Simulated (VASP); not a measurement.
# Ta4H3 (P1) in VASP: relaxation of cell and atoms with PBE

Aim: the relaxation of cell and atoms of Ta4H3 with PBE.

Program: VASP 6.6.1. These are calculated values, not measurements. Logs are shortened: lines on timing, memory, paths and dates and some standing lists are left out, and cuts for length are marked.

### 1 The cell of the first run

The typed cell holds 7 atoms: a = 3.409 Å, b = 4.763 Å, c = 4.833 Å, α = 89.73°, β = 91.88°, γ = 89.03°.

### 2 Relaxation of cell and atoms, PBE

The input, INCAR:

```
SYSTEM = Ta4H3
PREC = Accurate
ENCUT = 600
EDIFF = 1E-6
ISMEAR = 0
SIGMA = 0.2
LREAL = .False.
LASPH = .True.
NELM = 60
ALGO = Normal
ISIF = 3
LWAVE = .False.
LCHARG = .False.
GGA = PE
IBRION = 2
NSW = 80
EDIFFG = -0.025
```

The input, KPOINTS:

```
Automatic mesh
0
Gamma
  6 4 4
  0 0 0
```

The input, POSCAR:

```
Ta4H3
1.0
    0.0288836584     -0.0564199521      3.4079233705
    4.7627723024      0.0116313694      0.0401846290
    0.0116313694      4.8323449621     -0.0784947256
Ta H
4 3
Direct
    0.2299358577      0.7560055538      0.7448778335
    0.2348194953      0.2527537260      0.2386566348
    0.7523840028      0.7720651029      0.2415427787
    0.7681652594      0.2449792429      0.7418887284
    0.4854742578      0.4962196232      1.0072909958
    0.5031406595     -0.0054041264      0.5024453589
    0.0260804674      0.4833808777      0.5232976698
```

Potentials or basis: VASP PAW PBE potentials, release 64 (Ta_pv, H).

Run with:

```sh
cat potpaw_PBE.64/Ta_pv/POTCAR potpaw_PBE.64/H/POTCAR > POTCAR
mpirun -np 1 vasp_std > vasp.out
```

OUTCAR:

```text
SYSTEM = Ta4H3
   PREC = Accurate
   ENCUT = 600
   EDIFF = 1E-6
   ISMEAR = 0
   LREAL = .False.
   LASPH = .True.
   NELM = 60
   ISIF = 3
   GGA = PE
   IBRION = 2
   NSW = 80
   EDIFFG = -0.025

 ion  position               nearest neighbor table
   1  0.230  0.756  0.745-   7 1.82   6 1.90   5 1.94   4 2.79   3 2.88   4 2.92   3 2.94   3 2.94
                             4 2.99   4 3.02   3 3.06   2 3.37   2 3.37   2 3.40   2 3.43
   2  0.235  0.253  0.239-   5 1.85   7 1.91   6 1.96   4 2.84   3 2.84   3 2.87   3 2.95   4 2.95
                             4 2.99   4 3.06   3 3.06   1 3.37   1 3.37   1 3.40   1 3.43
   3  0.752  0.772  0.242-   6 1.87   5 1.96   7 2.11   2 2.84   2 2.87   1 2.88   1 2.94   1 2.94
                             2 2.95   2 3.06   1 3.06   4 3.30   4 3.31   4 3.48   4 3.49
   4  0.768  0.245  0.742-   7 1.81   6 1.89   5 2.02   1 2.79   2 2.84   1 2.92   2 2.95   2 2.99
                             1 2.99   1 3.02   2 3.06   3 3.30   3 3.31   3 3.48   3 3.49
   5  0.485  0.496  0.007-   2 1.85   1 1.94   3 1.96   4 2.02
   6  0.503  0.995  0.502-   3 1.87   4 1.89   1 1.90   2 1.96
   7  0.026  0.483  0.523-   4 1.81   1 1.82   2 1.91   3 2.11

  LATTYP: Found a triclinic cell.
 ALAT       =     5.9035092648
 B/A-ratio  =     1.8128347071
 C/A-ratio  =     0.5773706110
 COS(alpha) =     0.0002166675
 COS(beta)  =     0.5909802742
 COS(gamma) =     0.7199738818

  Lattice vectors:

 A1 = (   4.7916559608,  -0.0447885827,   3.4481079995)
 A2 = (   9.5371759742,   4.8556077009,   0.0018745324)
 A3 = (   0.0288836584,  -0.0564199521,   3.4079233705)

Analysis of symmetry for initial positions (statically):
=====================================================================
 Subroutine PRICEL returns:
 Original cell was already a primitive cell.

 Routine SETGRP: Setting up the symmetry group for a
 triclinic supercell.

 Subroutine GETGRP returns: Found  1 space group operations
 (whereof  1 operations were pure point group operations)
 out of a pool of  2 trial point group operations.

The static configuration has the point symmetry C_1 .

Analysis of symmetry for dynamics (positions and initial velocities):
=====================================================================
 Subroutine PRICEL returns:
 Original cell was already a primitive cell.

 Routine SETGRP: Setting up the symmetry group for a
 triclinic supercell.

 Subroutine GETGRP returns: Found  1 space group operations
 (whereof  1 operations were pure point group operations)
 out of a pool of  2 trial point group operations.

The dynamic configuration has the point symmetry C_1 .

 Subroutine INISYM returns: Found  1 space group operations
 (whereof  1 operations are pure point group operations),
 and found     1 'primitive' translations

----------------------------------------------------------------------------------------

                                     Primitive cell

  volume of cell :      78.4074

  direct lattice vectors                    reciprocal lattice vectors
     0.028883658 -0.056419952  3.407923370    -0.002488274  0.004774040  0.293533954
     4.762772302  0.011631369  0.040184629     0.209978144 -0.000534465 -0.001788506
     0.011631369  4.832344962 -0.078494726    -0.000534465  0.206995894  0.003431455

  length of vectors
     3.408512751  4.762956025  4.832996435     0.293583319  0.209986441  0.207025025

  position of ions in fractional coordinates (direct lattice)
     0.229935858  0.756005554  0.744877833
     0.234819495  0.252753726  0.238656635
     0.752384003  0.772065103  0.241542779
     0.768165259  0.244979243  0.741888728
     0.485474258  0.496219623  0.007290996
     0.503140659  0.994595874  0.502445359
     0.026080467  0.483380878  0.523297670

  ion indices of the primitive-cell ions
   primitive index   ion index
                 1           1
                 2           2
                 3           3
                 4           4
                 5           5
                 6           6
                 7           7

----------------------------------------------------------------------------------------

 KPOINTS: Automatic mesh

Automatic generation of k-mesh.
 Grid dimensions read from file:
 generate k-points for:    6    4    4

 Generating k-lattice:

  Cartesian coordinates                     Fractional coordinates (reciprocal lattice)
    -0.000414712  0.000795673  0.048922326     0.166666667  0.000000000  0.000000000
     0.052494536 -0.000133616 -0.000447127     0.000000000  0.250000000  0.000000000
    -0.000133616  0.051748974  0.000857864    -0.000000000 -0.000000000  0.250000000

  Length of vectors
     0.048930553  0.052496610  0.051756256

  Shift w.r.t. Gamma in fractional coordinates (k-lattice)
     0.000000000  0.000000000  0.000000000

 Subroutine IBZKPT returns following result:
 ===========================================

 Found     52 irreducible k-points:

 Following reciprocal coordinates:
            Coordinates               Weight
  0.000000  0.000000  0.000000      1.000000
  0.166667  0.000000 -0.000000      2.000000
  0.333333 -0.000000  0.000000      2.000000
  0.500000 -0.000000  0.000000      1.000000
  0.000000  0.250000  0.000000      2.000000
  0.166667  0.250000 -0.000000      2.000000
[... 16 lines left out ...]
  0.333333  0.250000  0.250000      2.000000
  0.500000  0.250000  0.250000      2.000000
 [... further k-points ...]
   k-points           NKPTS =     52   k-points in BZ     NKDIM =     52   number of bands    NBANDS=     28
   number of dos      NEDOS =    301   number of ions     NIONS =      7
   total plane-waves  NPLWV =  44800
   dimension x,y,z NGX =    28 NGY =   40 NGZ =   40
   dimension x,y,z NGXF=    56 NGYF=   80 NGZF=   80
   ions per type =               4   3
   NGX,Y,Z   is equivalent  to a cutoff of  13.66, 13.96, 13.76 a.u.
   NGXF,Y,Z  is equivalent  to a cutoff of  27.31, 27.92, 27.52 a.u.
 SYSTEM =  Ta4H3
   PREC   = accura    normal or accurate (medium, high low for compatibility)
   ISTART =      0    job   : 0-new  1-cont  2-samecut
   ICHARG =      2    charge: 1-file 2-atom 10-const
   ISPIN  =      1    spin polarized calculation?
   LNONCOLLINEAR =      F non collinear calculations
   LSORBIT =      F    spin-orbit coupling
   LASPH  =      T    aspherical Exc in radial PAW
   ENCUT  =  600.0 eV  44.10 Ry    6.64 a.u.   6.81  9.51  9.65*2*pi/ulx,y,z
   NELM   =     60;   NELMIN=  2; NELMDL= -5     # of ELM steps
   EDIFF  = 0.1E-05   stopping-criterion for ELM
   LREAL  =      F    real-space projection
   EDIFFG = -.3E-01   stopping-criterion for IOM
   NSW    =     80    number of steps for IOM
   IBRION =      2    ionic relax: 0-MD 1-quasi-New 2-CG
   NFREE  =      1    steps in history (QN), initial steepest desc. (CG)
   ISIF   =      3    stress and relaxation
   ISYM   =      2    0-nonsym 1-usesym 2-fastsym
   POTIM  = 0.5000    time-step for ionic-motion
   TEBEG  =    0.0;   TEEND  =   0.0 temperature during run
   PSTRESS=    0.0 pullay stress
   NELECT =      47.0000    total number of electrons
   NUPDOWN=      -1.0000    fix difference up-down
   EMIN   =  10.00;   EMAX   =-10.00  energy-range for DOS
   EFERMI =   0.00;   METHOD = LEGACY
   ISMEAR =     0;   SIGMA  =   0.20  broadening in eV -4-tet -1-fermi 0-gaus
   EFERMI_NEDOS =   21; number of points for ismear=-14 and -15
   IALGO  =     38    algorithm
   IMIX   =      4    mixing-type and parameters
     AMIX     =   0.40;   BMIX     =  1.00
     AMIX_MAG =   1.60;   BMIX_MAG =  1.00
  volume/ion in A,a.u.               =      11.20        75.59
  Fermi-wavevector in a.u.,A,eV,Ry     =   1.380348  2.608479 25.923994  1.905360
  Thomas-Fermi vector in A             =   2.505233
   LORBIT       =      0    0 simple, 1 ext, 2 COOP (PROOUT), +10 PAW based schemes
   GGA     = PE    functional components
   LHFCALC =     F    Hartree Fock is set to
   AEXX    =    0.0000 exact exchange contribution
   IVDW    =     0    specifies the selected vdW correction
   LEPSILON=     F    determine dielectric tensor
   LRPA    =     F    only Hartree local field effects (RPA)
 conjugate gradient relaxation of ions
 non-spin polarized calculation
 Gauss-broadening in eV      SIGMA  =   0.20
  energy-cutoff  :      600.00
  volume of cell :       78.41
 maximum number of plane-waves:      2635
   NGX = 13   NGY = 19   NGZ = 19

--------------------------------------- Ionic step        1  -------------------------------------------

 number of electron      47.0000005 magnetization

 Free energy of the ion-electron system (eV)
  ---------------------------------------------------
  ext. energy  EPLUGINS =         0.00000000
  ---------------------------------------------------
  free energy    TOTEN  =       -58.26079122 eV

  energy without entropy =      -58.22307354  energy(sigma->0) =      -58.24193238

------------------------ aborting loop because EDIFF is reached ----------------------------------------

  FORCE on cell =-STRESS in cart. coord.  units (eV):
  Direction    XX          YY          ZZ          XY          YZ          ZX
  --------------------------------------------------------------------------------------
  -------------------------------------------------------------------------------------
  Total        4.3391677      3.2520782      3.3434365      0.1367230      0.5423009      0.6040846
  in kB       88.6666220     66.4530192     68.3198354      2.7938008     11.0813855     12.3438746
  external PRESSURE =      74.4798255 kB  Pullay stress =       0.0000000 kB
[... 104 lines left out ...]
  FREE ENERGIE OF THE ION-ELECTRON SYSTEM (eV)
  ---------------------------------------------------
  free  energy   TOTEN  =       -58.4778940918 eV

  energy  without entropy=      -58.4401335169  energy(sigma->0) =      -58.45901380

[... ionic steps 4 to 13 ...]

--------------------------------------- Ionic step       14  -------------------------------------------

 number of electron      46.9999998 magnetization

------------------------ aborting loop because EDIFF is reached ----------------------------------------

  FORCE on cell =-STRESS in cart. coord.  units (eV):
  Direction    XX          YY          ZZ          XY          YZ          ZX
  --------------------------------------------------------------------------------------
  -------------------------------------------------------------------------------------
  Total        0.0441945      0.0189538      0.0158871     -0.0562602     -0.0282400     -0.0014767
  in kB        0.8778580      0.3764888      0.3155736     -1.1175238     -0.5609462     -0.0293325
  external PRESSURE =       0.5233068 kB  Pullay stress =       0.0000000 kB
[... 67 lines left out ...]
  energy  without entropy=      -58.5549360722  energy(sigma->0) =      -58.57361693

--------------------------------------- Ionic step       16  -------------------------------------------

 number of electron      46.9999998 magnetization

 Free energy of the ion-electron system (eV)
  ---------------------------------------------------
  ext. energy  EPLUGINS =         0.00000000
  ---------------------------------------------------
  free energy    TOTEN  =       -58.59263999 eV

  energy without entropy =      -58.55525843  energy(sigma->0) =      -58.57394921

 E-fermi :   5.5482     XC(G=0): -12.4126

 val. band max:        5.5181287964   @ k =   0.0000   0.0000   0.0000
 cond. band min:       5.5608245416   @ k =  -0.0000   0.0000   0.5000
 fundamental gap:      0.0426957452
 Fermi energy:         5.5481839845

 k-point     1 :       0.0000    0.0000    0.0000
  band No.  band energies     occupation
      1     -29.2231      2.00000
      2     -29.1037      2.00000
      3     -28.8756      2.00000
      4     -28.8718      2.00000
      5     -28.8658      2.00000
      6     -28.5323      2.00000
[... 733 lines left out ...]
     27       8.6762      0.00000
     28       8.6883      0.00000

 [... further k-points ...]

------------------------ aborting loop because EDIFF is reached ----------------------------------------

  FORCE on cell =-STRESS in cart. coord.  units (eV):
  Direction    XX          YY          ZZ          XY          YZ          ZX
  --------------------------------------------------------------------------------------
  -------------------------------------------------------------------------------------
  Total        0.0261495      0.0002204      0.0047531     -0.0120244      0.0049400      0.0095288
  in kB        0.5193373      0.0043765      0.0943981     -0.2388081      0.0981093      0.1892451
  external PRESSURE =       0.2060373 kB  Pullay stress =       0.0000000 kB
[... 22 lines left out ...]
  FREE ENERGIE OF THE ION-ELECTRON SYSTEM (eV)
  ---------------------------------------------------
  free  energy   TOTEN  =       -58.5926399939 eV

  energy  without entropy=      -58.5552584314  energy(sigma->0) =      -58.57394921

 reached required accuracy - stopping structural energy minimisation
```

Run time: 14 min. Hardware: 1 thread of Intel Xeon Platinum 8259CL at 2.50GHz (Skylake/Cascade Lake), shared host; peak memory 0.29 GiB.

Results:

| Quantity | Value |
| --- | --- |
| Free energy | -58.5926 eV |
| Relaxed volume | 11.52 Å³/atom |
| Relaxed cell | a = 3.451 Å, b = 4.834 Å, c = 4.836 Å, α = 89.90°, β = 90.00°, γ = 90.01° |
| Space group after relaxing (to 0.1 Å) | P-42m (No. 111) |
| Energy gained by relaxing | 47.4 meV/atom |
| Ionic steps | 16 |
| Pressure after relaxing | 0.0 GPa |
| Largest force after relaxing | 0.022 eV/Å |
| Band gap on the k mesh | zero (an odd number of electrons rules out a gap without spin polarisation) |

Forces on the atoms (eV/Å):
```
Ta   0.007  0.004  0.008
Ta   0.000 -0.009  0.011
Ta   0.007  0.003 -0.001
Ta   0.000  0.003  0.008
H    0.013  0.007 -0.005
H   -0.014 -0.015 -0.008
H   -0.012  0.008 -0.012
```

The path:
| step | energy change (eV) | largest force (eV/Å) | pressure (GPa) | volume (Å³) |
| --- | --- | --- | --- | --- |
| 1 | 0.0000 | 1.7469 | 7.45 | 78.41 |
| 2 | -0.1569 | 0.4511 | -8.58 | 84.46 |
| 3 | -0.2171 | 0.5809 | -3.66 | 82.25 |
| 4 | -0.2852 | 0.4296 | 0.64 | 80.47 |
| 5 | -0.2854 | 0.4419 | 0.92 | 80.36 |
| 6 | -0.3110 | 0.2719 | 0.26 | 80.58 |
| 7 | -0.3187 | 0.2941 | -0.25 | 80.77 |
| 8 | -0.3268 | 0.1194 | 0.18 | 80.60 |
| 9 | -0.3275 | 0.1049 | 0.36 | 80.53 |
| 10 | -0.3294 | 0.0790 | -0.44 | 80.85 |
| 11 | -0.3294 | 0.0781 | -0.50 | 80.87 |
| 12 | -0.3306 | 0.0644 | 0.12 | 80.63 |
| 13 | -0.3306 | 0.0667 | 0.14 | 80.62 |
| 14 | -0.3313 | 0.0490 | 0.05 | 80.66 |
| 15 | -0.3315 | 0.0579 | -0.04 | 80.70 |
| 16 | -0.3318 | 0.0224 | 0.02 | 80.67 |

Final structure:
```
Ta H
1.0
    -0.00021    0.00003    3.45068
     4.83394    0.00440   -0.00057
     0.00418    4.83637    0.00032
Ta H
4 3
Direct
  0.24403 0.75599 0.75606
  0.24390 0.24379 0.24408
  0.75464 0.75583 0.24398
  0.75481 0.24415 0.75591
  0.50028 0.49950 0.99983
  0.50094 0.00033 0.50045
  0.00141 0.50041 0.49970
```

Caveat: spin-orbit coupling is left out, which moves the levels of the heavy elements; an odd number of electrons without spin polarisation forces a metal; a magnetic or distorted state may lie lower.

The gap in the log of VASP goes by the Fermi energy; the results here count the filled bands.